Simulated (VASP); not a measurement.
**InRh: vibrations by perturbation theory with LDA**

Crystal: InRh.

```
CELL_PARAMETERS angstrom
3.11241 0.00000 0.00000
0.00000 3.11241 0.00000
0.00000 0.00000 3.11241
ATOMIC_POSITIONS crystal
In 0.50000 0.50000 0.50000
Rh 0.00000 0.00000 0.00000
```

- Program: VASP 6.6.1
- Task: vibrations by perturbation theory
- Functional: LDA
- Potentials or basis: VASP PAW LDA potentials, release 64 (In_d, Rh_pv)
- Cutoff: 520 eV
- k mesh: 14 × 14 × 14
- Occupations: fermi-dirac, width 0.15 eV
- Spin: no spin polarisation
- Dipole correction: no
- Further INCAR settings: ALGO = Normal; EDIFF = 1e-08; IBRION = 8; NSW = 1

- Highest phonon frequency at Γ, LO-TO splitting left out: 208 cm⁻¹

Phonon frequencies in cm⁻¹ (negative: imaginary):
| q point | frequencies |
| --- | --- |
| (0.000, 0.000, 0.000) | 0 0 0 208 208 208 |

Wall time 4.6 min on 1 thread of Intel Xeon 6975P-C, on a shared host, peak memory 0.42 GiB.

Caveat: the cell wasn't relaxed at this level first, which shifts response properties.
